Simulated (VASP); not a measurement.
# Li12NO in VASP: a series of runs

The runs below take Li12NO through single point, with PBE.

Program: VASP 6.6.1. These are calculated values, not measurements. Logs are shortened: lines on timing, memory, paths and dates and some standing lists are left out, and cuts for length are marked.

**1. The cell of the first run**

The cell holds a slab with vacuum, 14 atoms: a = 5.945 Å, b = 5.945 Å, c = 22.683 Å, α = 90.00°, β = 90.00°, γ = 109.47°.

**2. Single point, PBE, collinear spin, ferromagnetic start**

INCAR

```
SYSTEM = Li12NO
  PREC = Accurate
  ENCUT = 520
  EDIFF = 1E-6
  ISMEAR = 0
  SIGMA = 0.1
  LREAL = .False.
  LASPH = .True.
  NELM = 150
  ALGO = Normal
  ISIF = 2
  LWAVE = .False.
  LCHARG = .False.
  ISPIN = 2
  MAGMOM = 0 0 0 0 0 0 0 0 0 0 0 0 1 0
  LORBIT = 11
  LDIPOL = .True.
  IDIPOL = 3
  DIPOL = 0.5 0.5 0.311
  GGA = PE
  NBANDS = 40
  KPAR = 4
```

KPOINTS

```
Automatic mesh
0
Gamma
  5 5 1
  0 0 0
```

POSCAR

```
Li12NO
1.0
    5.9451735978      0.0000000000      0.0000000000
   -1.9817245326      5.6051634218      0.0000000000
    0.0000000000      0.0000000000     22.6831262891
Li N O
12 1 1
Direct
    0.2500000000      0.2500000000      0.1763425354
    0.2500000000      0.7500000000      0.1763425354
    0.7500000000      0.2500000000      0.1763425354
    0.7500000000      0.7500000000      0.1763425354
    0.0000000000      0.0000000000      0.2794233694
    0.0000000000      0.5000000000      0.2794233694
    0.5000000000      0.0000000000      0.2794233694
    0.5000000000      0.5000000000      0.2794233694
    0.2500000000      0.2500000000      0.3828011262
    0.2500000000      0.7500000000      0.3828011262
    0.7500000000      0.2500000000      0.3828011262
    0.7500000000      0.7500000000      0.3828011262
    0.9166666667      0.5833333333      0.4890475038
    1.0655269119      0.7321935786      0.5150580277
```

Potentials or basis: VASP PAW PBE potentials, release 64 (Li_sv, N, O).

Run with:

```sh
$ cat potpaw_PBE.64/Li_sv/POTCAR potpaw_PBE.64/N/POTCAR potpaw_PBE.64/O/POTCAR > POTCAR
$ mpirun -np 4 vasp_std > vasp.out
```

OUTCAR:

```text
SYSTEM = Li12NO
   PREC = Accurate
   ENCUT = 520
   EDIFF = 1E-6
   ISMEAR = 0
   LREAL = .False.
   LASPH = .True.
   NELM = 150
   ISIF = 2
   ISPIN = 2
   LORBIT = 11
   GGA = PE

 ion  position               nearest neighbor table
   1  0.250  0.250  0.176-
   2  0.250  0.750  0.176-
   3  0.750  0.250  0.176-
   4  0.750  0.750  0.176-
   5  0.000  0.000  0.279-
   6  0.000  0.500  0.279-
   7  0.500  0.000  0.279-
   8  0.500  0.500  0.279-
   9  0.250  0.250  0.383-
  10  0.250  0.750  0.383-
  11  0.750  0.250  0.383-
  12  0.750  0.750  0.383-
  13  0.917  0.583  0.489-  14 1.18
  14  0.066  0.732  0.515-  13 1.18

  LATTYP: Found a base centered orthorhombic cell.
 ALAT       =     6.8648951542
 B/A-ratio  =     1.4142135624
 C/A-ratio  =     3.3042203529

  Lattice vectors:

 A1 = (   5.9451735978,   0.0000000000,   0.0000000000)
 A2 = (  -1.9817245326,   5.6051634218,   0.0000000000)
 A3 = (   0.0000000000,   0.0000000000,  22.6831262891)

Analysis of symmetry for initial positions (statically):
=====================================================================
 Subroutine PRICEL returns:
 Original cell was already a primitive cell.

 Routine SETGRP: Setting up the symmetry group for a
 base centered orthorhombic supercell.

 Subroutine GETGRP returns: Found  1 space group operations
 (whereof  1 operations were pure point group operations)
 out of a pool of  8 trial point group operations.

The static configuration has the point symmetry C_1 .

Analysis of symmetry for dynamics (positions and initial velocities):
=====================================================================
 Subroutine PRICEL returns:
 Original cell was already a primitive cell.

 Routine SETGRP: Setting up the symmetry group for a
 base centered orthorhombic supercell.

 Subroutine GETGRP returns: Found  1 space group operations
 (whereof  1 operations were pure point group operations)
 out of a pool of  8 trial point group operations.

The dynamic configuration has the point symmetry C_1 .

Analysis of structural, dynamic, and magnetic symmetry:
=====================================================================
 Subroutine PRICEL returns:
 Original cell was already a primitive cell.

 Routine SETGRP: Setting up the symmetry group for a
 base centered orthorhombic supercell.

 Subroutine GETGRP returns: Found  1 space group operations
 (whereof  1 operations were pure point group operations)
 out of a pool of  8 trial point group operations.

The overall configuration has the point symmetry C_1 .

 Subroutine INISYM returns: Found  1 space group operations
 (whereof  1 operations are pure point group operations),
 and found     1 'primitive' translations

----------------------------------------------------------------------------------------

                                     Primitive cell

  volume of cell :     755.8850

  direct lattice vectors                    reciprocal lattice vectors
     5.945173598  0.000000000  0.000000000     0.168203667  0.059468977  0.000000000
    -1.981724533  5.605163422  0.000000000     0.000000000  0.178406930  0.000000000
     0.000000000  0.000000000 22.683126289     0.000000000  0.000000000  0.044085634

  length of vectors
     5.945173598  5.945173598 22.683126289     0.178406930  0.178406930  0.044085634

  position of ions in fractional coordinates (direct lattice)
     0.250000000  0.250000000  0.176342535
     0.250000000  0.750000000  0.176342535
     0.750000000  0.250000000  0.176342535
     0.750000000  0.750000000  0.176342535
     0.000000000  0.000000000  0.279423369
     0.000000000  0.500000000  0.279423369
     0.500000000  0.000000000  0.279423369
     0.500000000  0.500000000  0.279423369
     0.250000000  0.250000000  0.382801126
     0.250000000  0.750000000  0.382801126
     0.750000000  0.250000000  0.382801126
     0.750000000  0.750000000  0.382801126
[... 85 lines left out ...]
   ISIF   =      2    stress and relaxation
   ISYM   =      2    0-nonsym 1-usesym 2-fastsym
   POTIM  = 0.5000    time-step for ionic-motion
   TEBEG  =    0.0;   TEEND  =   0.0 temperature during run
   PSTRESS=    0.0 pullay stress
   NELECT =      47.0000    total number of electrons
   NUPDOWN=      -1.0000    fix difference up-down
   EMIN   =  10.00;   EMAX   =-10.00  energy-range for DOS
   EFERMI =   0.00;   METHOD = LEGACY
   ISMEAR =     0;   SIGMA  =   0.10  broadening in eV -4-tet -1-fermi 0-gaus
   EFERMI_NEDOS =   21; number of points for ismear=-14 and -15
   IALGO  =     38    algorithm
   IMIX   =      4    mixing-type and parameters
     AMIX     =   0.40;   BMIX     =  1.00
     AMIX_MAG =   1.60;   BMIX_MAG =  1.00
  volume/ion in A,a.u.               =      53.99       364.35
  Fermi-wavevector in a.u.,A,eV,Ry     =   0.648568  1.225616  5.723161  0.420640
  Thomas-Fermi vector in A             =   1.717243
   LORBIT       =     11    0 simple, 1 ext, 2 COOP (PROOUT), +10 PAW based schemes
   GGA     = PE    functional components
   LHFCALC =     F    Hartree Fock is set to
   AEXX    =    0.0000 exact exchange contribution
   IVDW    =     0    specifies the selected vdW correction
   LEPSILON=     F    determine dielectric tensor
   LRPA    =     F    only Hartree local field effects (RPA)
 spin polarized calculation
 Gauss-broadening in eV      SIGMA  =   0.10
  energy-cutoff  :      520.00
  volume of cell :      755.89
 maximum number of plane-waves:     20388
 NGX is ok and might be reduce to    48
   NGX = 23   NGY = 23   NGZ = 85

 dipolmoment           0.000000      0.000000     -0.015816 electrons x Angstroem

 number of electron      47.0000034 magnetization       0.0032342

 dipolmoment           0.000000      0.000000      0.141715 electrons x Angstroem

 Free energy of the ion-electron system (eV)
  ---------------------------------------------------
  ext. energy  EPLUGINS =         0.00000000
  ---------------------------------------------------
  free energy    TOTEN  =       -33.43232924 eV

  energy without entropy =      -33.35942276  energy(sigma->0) =      -33.39587600

 E-fermi :  -2.0236     XC(G=0):  -3.2507

 val. band max:       -2.0246734995   @ k =  -0.4000   0.2000   0.0000
 cond. band min:      -2.0043298891   @ k =   0.4000   0.4000   0.0000
 fundamental gap:      0.0203436104
 Fermi energy:        -2.0236344946

 spin component 1

 k-point     1 :       0.0000    0.0000    0.0000
  band No.  band energies     occupation
      1     -49.0540      1.00000
      2     -48.9973      1.00000
      3     -48.9906      1.00000
      4     -48.9800      1.00000
      5     -48.9758      1.00000
      6     -48.9482      1.00000
[... 483 lines left out ...]
     34       1.4408      0.00000
     35       1.4518      0.00000
 Fermi energy:        -2.0236344946

 spin component 2

 k-point     1 :       0.0000    0.0000    0.0000
  band No.  band energies     occupation
      1     -49.0540      1.00000
      2     -48.9973      1.00000
      3     -48.9906      1.00000
      4     -48.9799      1.00000
      5     -48.9757      1.00000
      6     -48.9481      1.00000
[... 483 lines left out ...]
     34       1.4417      0.00000
     35       1.4527      0.00000
 [bands above 35 left out]

------------------------ aborting loop because EDIFF is reached ----------------------------------------

 vacuum level on the upper side and lower side of the slab       (xc-potential included)         0.421        -0.438

  FORCE on cell =-STRESS in cart. coord.  units (eV):
  Direction    XX          YY          ZZ          XY          YZ          ZX
  --------------------------------------------------------------------------------------
  -------------------------------------------------------------------------------------
  Total        0.7870859      0.4407817     -1.3628688     -0.3280591      0.3515608      0.3838709
  in kB        1.6683109      0.9342830     -2.8887429     -0.6953556      0.7451700      0.8136545
  external PRESSURE =      -0.0953830 kB  Pullay stress =       0.0000000 kB

 VOLUME and BASIS-vectors are now :
 -----------------------------------------------------------------------------
  energy-cutoff  :      520.00
  volume of cell :      755.89
      direct lattice vectors                 reciprocal lattice vectors
     5.945173598  0.000000000  0.000000000     0.168203667  0.059468977  0.000000000
    -1.981724533  5.605163422  0.000000000     0.000000000  0.178406930  0.000000000
     0.000000000  0.000000000 22.683126289     0.000000000  0.000000000  0.044085634

 POSITION                                       TOTAL-FORCE (eV/Angst)
 -----------------------------------------------------------------------------------
      0.99086      1.40129      4.00000         0.004023     -0.002741     -0.013644
      0.00000      4.20387      4.00000        -0.005710      0.004682      0.000262
      3.96345      1.40129      4.00000         0.000476      0.003147      0.002911
      2.97259      4.20387      4.00000         0.001714     -0.005155     -0.004605
      0.00000      0.00000      6.33820         0.002179     -0.002753      0.014178
     -0.99086      2.80258      6.33820        -0.000894      0.004785      0.002928
      2.97259      0.00000      6.33820        -0.003216      0.003113      0.044657
      1.98172      2.80258      6.33820         0.000426     -0.006996      0.007865
      0.99086      1.40129      8.68313        -0.044284      0.036451      0.002283
      0.00000      4.20387      8.68313        -0.106113     -0.080599      0.147410
      3.96345      1.40129      8.68313         0.033640      0.194144      0.207234
      2.97259      4.20387      8.68313         0.103728     -0.085235      0.169704
      4.29374      3.26968     11.09313        -0.579447     -0.911539     -1.240213
     -1.06144      4.10406     11.68313         0.593480      0.848697      0.659029
 -----------------------------------------------------------------------------------
    total drift:                               -0.000589     -0.000843      0.002380

  FREE ENERGIE OF THE ION-ELECTRON SYSTEM (eV)
  ---------------------------------------------------
  free  energy   TOTEN  =       -33.4323292357 eV

  energy  without entropy=      -33.3594227636  energy(sigma->0) =      -33.39587600

 vacuum level on the upper side and lower side of the slab         1.921         1.104

 total charge

# of ion       s       p       d       tot
------------------------------------------
    1        2.035   0.034   0.000   2.070
    2        2.035   0.035   0.000   2.070
    3        2.035   0.035   0.000   2.070
    4        2.035   0.034   0.000   2.070
    5        2.032   0.044   0.000   2.076
    6        2.032   0.045   0.000   2.077
    7        2.031   0.046   0.000   2.076
    8        2.032   0.045   0.000   2.077
    9        2.036   0.033   0.000   2.069
   10        2.031   0.036   0.000   2.067
   11        2.031   0.035   0.000   2.066
   12        2.034   0.035   0.000   2.069
   13        1.334   2.326   0.000   3.661
   14        1.611   3.452   0.000   5.063
--------------------------------------------------
tot         27.344   6.236   0.000  33.580

 magnetization (x)

# of ion       s       p       d       tot
------------------------------------------
    1        0.000   0.000   0.000   0.000
    2        0.000   0.000   0.000   0.000
    3        0.000   0.000   0.000   0.000
    4        0.000   0.000   0.000   0.000
    5        0.000   0.000   0.000   0.000
    6        0.000   0.000   0.000   0.000
    7        0.000   0.000   0.000   0.000
    8        0.000   0.000   0.000   0.000
    9       -0.000  -0.000   0.000  -0.000
   10        0.000   0.000   0.000   0.000
   11        0.000  -0.000   0.000   0.000
   12        0.000  -0.000   0.000   0.000
   13       -0.000  -0.000   0.000  -0.000
   14        0.000  -0.000   0.000  -0.000
--------------------------------------------------
tot          0.000  -0.000   0.000  -0.000
```

Wall time 17 min (4 MPI ranks of AMD EPYC 7R43 (Zen 3), shared host); peak memory 1.5 GiB.

Results:

- Free energy: -33.4323 eV
- Largest force: 1.645 eV/Å
- Net moment: 0.00 μB per cell
- Valence electrons inside the program's atomic spheres: Li 2.07, 2.08 (each value once); N 3.66; O 5.06

Forces on the atoms (eV/Å):
```
Li   0.004 -0.003 -0.014
Li  -0.006  0.005  0.000
Li   0.000  0.003  0.003
Li   0.002 -0.005 -0.005
Li   0.002 -0.003  0.014
Li  -0.001  0.005  0.003
Li  -0.003  0.003  0.045
Li   0.000 -0.007  0.008
Li  -0.044  0.036  0.002
Li  -0.106 -0.081  0.147
Li   0.034  0.194  0.207
Li   0.104 -0.085  0.170
N   -0.579 -0.912 -1.240
O    0.593  0.849  0.659
```

Caveat: the cutoff is under 1.25 times the usual one of these potentials, so pressure, stress and relaxed cells hold a basis-set (Pulay) error; the standard files for N, O and F lose accuracy on very short bonds.

[end of part 1 of 2]
